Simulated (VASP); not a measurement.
# CsBr (Pm-3m) in VASP: single point with PBE

Aim: the single point of CsBr with PBE.

Everything below comes from runs of VASP 6.6.1. Logs are shortened: lines on timing, memory, paths and dates and some standing lists are left out, and cuts for length are marked.

### Step 1. The cell of the first run

The structure is cubic, space group Pm-3m (No. 221). Conventional cell: a = 4.326 Å, b = 4.326 Å, c = 4.326 Å, α = 90.00°, β = 90.00°, γ = 90.00°. Cs (site symmetry m-3m) has 8 Br at 3.75 Å and 6 Cs at 4.33 Å within 4.9 Å. Within 4.9 Å of Br (site symmetry m-3m) lie 8 Cs at 3.75 Å and 6 Br at 4.33 Å.

### Step 2. Single point, PBE

The input, INCAR:

```
SYSTEM = CsBr
  ALGO = Normal
  EDIFF = 1E-6
  ENCUT = 500
  GGA = PE
  GGA_COMPAT = .False.
  ISIF = 2
  ISMEAR = 0
  LASPH = .True.
  LCHARG = .True.
  LELF = .True.
  LREAL = .False.
  LVHAR = .True.
  LWAVE = .False.
  NBANDS = 15
  NELM = 120
  PREC = Accurate
  SIGMA = 0.1
```

The input, KPOINTS:

```
k-points
0
Gamma
  4 4 4
  0 0 0
```

The input, POSCAR:

```
CsBr
1.0
    4.3256220800      0.0000000000      0.0000000000
    0.0000000000      4.3256220800      0.0000000000
    0.0000000000      0.0000000000      4.3256220800
Cs Br
1 1
Direct
    0.0000000000      0.0000000000      0.0000000000
    0.5000000000      0.5000000000      0.5000000000
```

Potentials or basis: VASP PAW PBE potentials, release 64 (Cs_sv, Br).

Started as:

```sh
$ cat potpaw_PBE.64/Cs_sv/POTCAR potpaw_PBE.64/Br/POTCAR > POTCAR
$ mpirun -np 1 vasp_std > vasp.out
```

OUTCAR:

```text
SYSTEM = CsBr
   EDIFF = 1E-6
   ENCUT = 500
   GGA = PE
   ISIF = 2
   ISMEAR = 0
   LASPH = .True.
   LREAL = .False.
   NELM = 120
   PREC = Accurate

 ion  position               nearest neighbor table
   1  0.000  0.000  0.000-
   2  0.500  0.500  0.500-

  LATTYP: Found a simple cubic cell.
 ALAT       =     4.3256220800

  Lattice vectors:

 A1 = (   4.3256220800,   0.0000000000,   0.0000000000)
 A2 = (   0.0000000000,   4.3256220800,   0.0000000000)
 A3 = (   0.0000000000,   0.0000000000,   4.3256220800)

Analysis of symmetry for initial positions (statically):
=====================================================================
 Subroutine PRICEL returns:
 Original cell was already a primitive cell.

 Routine SETGRP: Setting up the symmetry group for a
 simple cubic supercell.

 Subroutine GETGRP returns: Found 48 space group operations
 (whereof 48 operations were pure point group operations)
 out of a pool of 48 trial point group operations.

The static configuration has the point symmetry O_h .

Analysis of symmetry for dynamics (positions and initial velocities):
=====================================================================
 Subroutine PRICEL returns:
 Original cell was already a primitive cell.

 Routine SETGRP: Setting up the symmetry group for a
 simple cubic supercell.

 Subroutine GETGRP returns: Found 48 space group operations
 (whereof 48 operations were pure point group operations)
 out of a pool of 48 trial point group operations.

The dynamic configuration has the point symmetry O_h .

 Subroutine INISYM returns: Found 48 space group operations
 (whereof 48 operations are pure point group operations),
 and found     1 'primitive' translations

----------------------------------------------------------------------------------------

                                     Primitive cell

  volume of cell :      80.9367

  direct lattice vectors                    reciprocal lattice vectors
     4.325622080  0.000000000  0.000000000     0.231180621  0.000000000  0.000000000
     0.000000000  4.325622080  0.000000000     0.000000000  0.231180621  0.000000000
     0.000000000  0.000000000  4.325622080     0.000000000  0.000000000  0.231180621

  length of vectors
     4.325622080  4.325622080  4.325622080     0.231180621  0.231180621  0.231180621

  position of ions in fractional coordinates (direct lattice)
     0.000000000  0.000000000  0.000000000
     0.500000000  0.500000000  0.500000000

  ion indices of the primitive-cell ions
   primitive index   ion index
                 1           1
                 2           2

----------------------------------------------------------------------------------------

 KPOINTS: k-points

Automatic generation of k-mesh.
 Grid dimensions read from file:
 generate k-points for:    4    4    4

 Generating k-lattice:

  Cartesian coordinates                     Fractional coordinates (reciprocal lattice)
     0.057795155  0.000000000  0.000000000     0.250000000  0.000000000  0.000000000
     0.000000000  0.057795155  0.000000000     0.000000000  0.250000000  0.000000000
     0.000000000  0.000000000  0.057795155     0.000000000  0.000000000  0.250000000

  Length of vectors
     0.057795155  0.057795155  0.057795155

  Shift w.r.t. Gamma in fractional coordinates (k-lattice)
     0.000000000  0.000000000  0.000000000

 Subroutine IBZKPT returns following result:
 ===========================================

 Found     10 irreducible k-points:

 Following reciprocal coordinates:
            Coordinates               Weight
  0.000000  0.000000  0.000000      1.000000
  0.250000  0.000000  0.000000      6.000000
  0.500000  0.000000  0.000000      3.000000
  0.250000  0.250000  0.000000     12.000000
  0.500000  0.250000  0.000000     12.000000
  0.500000  0.500000  0.000000      3.000000
  0.250000  0.250000  0.250000      8.000000
  0.500000  0.250000  0.250000     12.000000
  0.500000  0.500000  0.250000      6.000000
  0.500000  0.500000  0.500000      1.000000
   k-points           NKPTS =     10   k-points in BZ     NKDIM =     10   number of bands    NBANDS=     15
   number of dos      NEDOS =    301   number of ions     NIONS =      2
   total plane-waves  NPLWV =  32768
   dimension x,y,z NGX =    32 NGY =   32 NGZ =   32
   dimension x,y,z NGXF=    64 NGYF=   64 NGZF=   64
   ions per type =               1   1
   NGX,Y,Z   is equivalent  to a cutoff of  12.30, 12.30, 12.30 a.u.
   NGXF,Y,Z  is equivalent  to a cutoff of  24.60, 24.60, 24.60 a.u.
 SYSTEM =  CsBr
   PREC   = accura    normal or accurate (medium, high low for compatibility)
   ISTART =      0    job   : 0-new  1-cont  2-samecut
   ICHARG =      2    charge: 1-file 2-atom 10-const
   ISPIN  =      1    spin polarized calculation?
   LNONCOLLINEAR =      F non collinear calculations
   LSORBIT =      F    spin-orbit coupling
   LASPH  =      T    aspherical Exc in radial PAW
   ENCUT  =  500.0 eV  36.75 Ry    6.06 a.u.   7.89  7.89  7.89*2*pi/ulx,y,z
   NELM   =    120;   NELMIN=  2; NELMDL= -5     # of ELM steps
   EDIFF  = 0.1E-05   stopping-criterion for ELM
   LREAL  =      F    real-space projection
   EDIFFG = 0.1E-04   stopping-criterion for IOM
   NSW    =      0    number of steps for IOM
   IBRION =     -1    ionic relax: 0-MD 1-quasi-New 2-CG
   NFREE  =      0    steps in history (QN), initial steepest desc. (CG)
   ISIF   =      2    stress and relaxation
   ISYM   =      2    0-nonsym 1-usesym 2-fastsym
   POTIM  = 0.5000    time-step for ionic-motion
   TEBEG  =    0.0;   TEEND  =   0.0 temperature during run
   PSTRESS=    0.0 pullay stress
   NELECT =      16.0000    total number of electrons
   NUPDOWN=      -1.0000    fix difference up-down
   EMIN   =  10.00;   EMAX   =-10.00  energy-range for DOS
   EFERMI =   0.00;   METHOD = LEGACY
   ISMEAR =     0;   SIGMA  =   0.10  broadening in eV -4-tet -1-fermi 0-gaus
   EFERMI_NEDOS =   21; number of points for ismear=-14 and -15
   IALGO  =     38    algorithm
   IMIX   =      4    mixing-type and parameters
     AMIX     =   0.40;   BMIX     =  1.00
     AMIX_MAG =   1.60;   BMIX_MAG =  1.00
  volume/ion in A,a.u.               =      40.47       273.09
  Fermi-wavevector in a.u.,A,eV,Ry     =   0.953673  1.802181 12.374398  0.909493
  Thomas-Fermi vector in A             =   2.082350
   LORBIT       =      0    0 simple, 1 ext, 2 COOP (PROOUT), +10 PAW based schemes
   GGA     = PE    functional components
   LHFCALC =     F    Hartree Fock is set to
   AEXX    =    0.0000 exact exchange contribution
   IVDW    =     0    specifies the selected vdW correction
   LEPSILON=     F    determine dielectric tensor
   LRPA    =     F    only Hartree local field effects (RPA)
 non-spin polarized calculation
 Gauss-broadening in eV      SIGMA  =   0.10
  energy-cutoff  :      500.00
  volume of cell :       80.94
 maximum number of plane-waves:      2103
 NGX is ok and might be reduce to    32
   NGX = 15   NGY = 15   NGZ = 15

 number of electron      16.0000002 magnetization

 Free energy of the ion-electron system (eV)
  ---------------------------------------------------
  ext. energy  EPLUGINS =         0.00000000
  ---------------------------------------------------
  free energy    TOTEN  =        -6.01559107 eV

  energy without entropy =       -6.01559107  energy(sigma->0) =       -6.01559107

 E-fermi :   0.0630     XC(G=0):  -7.9518

 val. band max:       -0.4280657749   @ k =   0.5000   0.5000   0.0000
 cond. band min:       3.9795301503   @ k =   0.0000   0.0000   0.0000
 fundamental gap:      4.4075959252
 Fermi energy:         0.0630357425

 k-point     1 :       0.0000    0.0000    0.0000
  band No.  band energies     occupation
      1     -20.2511      2.00000
      2     -12.7651      2.00000
      3      -6.8554      2.00000
      4      -6.8554      2.00000
      5      -6.8554      2.00000
      6      -0.4379      2.00000
      7      -0.4379      2.00000
      8      -0.4379      2.00000
      9       3.9795      0.00000
     10       4.5077      0.00000
     11       4.5077      0.00000
     12       8.6018      0.00000
     13       8.6018      0.00000
     14       8.6018      0.00000
     15      11.5543      0.00000

 k-point     2 :       0.2500    0.0000    0.0000
  band No.  band energies     occupation
      1     -20.2274      2.00000
      2     -12.7700      2.00000
      3      -7.0481      2.00000
      4      -6.8082      2.00000
      5      -6.8082      2.00000
      6      -1.1568      2.00000
      7      -0.5306      2.00000
      8      -0.5306      2.00000
      9       4.8845      0.00000
     10       5.2483      0.00000
     11       5.7134      0.00000
     12       8.3675      0.00000
     13       8.3675      0.00000
     14       8.8921      0.00000
     15       9.3729      0.00000

 k-point     3 :       0.5000    0.0000    0.0000
  band No.  band energies     occupation
      1     -20.2034      2.00000
      2     -12.7768      2.00000
      3      -7.2188      2.00000
      4      -6.7596      2.00000
      5      -6.7596      2.00000
      6      -1.7026      2.00000
      7      -0.6275      2.00000
      8      -0.6275      2.00000
      9       5.4847      0.00000
     10       6.7401      0.00000
     11       7.1818      0.00000
     12       7.8970      0.00000
     13       8.3472      0.00000
     14       8.3472      0.00000
     15       9.2881      0.00000
[... 91 lines left out ...]
 k-point     9 :       0.5000    0.5000    0.2500
  band No.  band energies     occupation
      1     -20.1429      2.00000
      2     -12.6331      2.00000
      3      -7.3183      2.00000
      4      -7.3183      2.00000
      5      -6.9777      2.00000
      6      -1.2778      2.00000
      7      -1.2778      2.00000
      8      -1.0571      2.00000
      9       6.2142      0.00000
     10       6.3642      0.00000
     11       7.0795      0.00000
     12       7.0795      0.00000
     13       9.7134      0.00000
     14       9.7134      0.00000
     15      10.6369      0.00000

 k-point    10 :       0.5000    0.5000    0.5000
  band No.  band energies     occupation
      1     -20.1233      2.00000
      2     -12.5970      2.00000
      3      -7.2330      2.00000
      4      -7.2330      2.00000
      5      -7.2330      2.00000
      6      -1.5489      2.00000
      7      -1.5489      2.00000
      8      -1.5489      2.00000
      9       7.7644      0.00000
     10       7.7644      0.00000
     11       7.7644      0.00000
     12       8.6110      0.00000
     13       8.6110      0.00000
     14       8.6110      0.00000
     15      10.7342      0.00000

------------------------ aborting loop because EDIFF is reached ----------------------------------------

  FORCE on cell =-STRESS in cart. coord.  units (eV):
  Direction    XX          YY          ZZ          XY          YZ          ZX
  --------------------------------------------------------------------------------------
  -------------------------------------------------------------------------------------
  Total        0.3327571      0.3327571      0.3327571      0.0000000      0.0000000      0.0000000
  in kB        6.5870684      6.5870684      6.5870684      0.0000000      0.0000000      0.0000000
  external PRESSURE =       6.5870684 kB  Pullay stress =       0.0000000 kB

 VOLUME and BASIS-vectors are now :
 -----------------------------------------------------------------------------
  energy-cutoff  :      500.00
  volume of cell :       80.94
      direct lattice vectors                 reciprocal lattice vectors
     4.325622080  0.000000000  0.000000000     0.231180621  0.000000000  0.000000000
     0.000000000  4.325622080  0.000000000     0.000000000  0.231180621  0.000000000
     0.000000000  0.000000000  4.325622080     0.000000000  0.000000000  0.231180621

 POSITION                                       TOTAL-FORCE (eV/Angst)
 -----------------------------------------------------------------------------------
      0.00000      0.00000      0.00000         0.000000      0.000000      0.000000
      2.16281      2.16281      2.16281         0.000000      0.000000      0.000000
 -----------------------------------------------------------------------------------
    total drift:                                0.000000      0.000000     -0.000000

  FREE ENERGIE OF THE ION-ELECTRON SYSTEM (eV)
  ---------------------------------------------------
  free  energy   TOTEN  =        -6.0155910741 eV

  energy  without entropy=       -6.0155910741  energy(sigma->0) =       -6.01559107
```

Wall time 13 s (1 thread of Intel Xeon 8259CL, shared host); peak memory 0.17 GiB.

What came out:

| Item | Value |
| --- | --- |
| Free energy | -6.0156 eV |
| Pressure | 0.7 GPa |
| Band gap on the k mesh | 4.41 eV (least direct gap 4.42 eV) |

Levels at points of the mesh, in eV from the valence-band top:
```tsv
k point	band 4	band 5	band 6	band 7	band 8	band 9	band 10	band 11	band 12	band 13
(0.00, 0.00, 0.00)	-6.43	-6.43	-0.01	-0.01	-0.01	4.41	4.94	4.94	9.03	9.03
(0.50, 0.00, 0.00)	-6.33	-6.33	-1.27	-0.20	-0.20	5.91	7.17	7.61	8.33	8.78
(0.50, 0.50, 0.00)	-6.97	-6.27	-0.57	-0.57	0.00	5.24	5.48	7.20	7.20	10.92
(0.50, 0.50, 0.50)	-6.80	-6.80	-1.12	-1.12	-1.12	8.19	8.19	8.19	9.04	9.04
```

Caveat: spin-orbit coupling is left out, which moves the levels of the heavy elements.
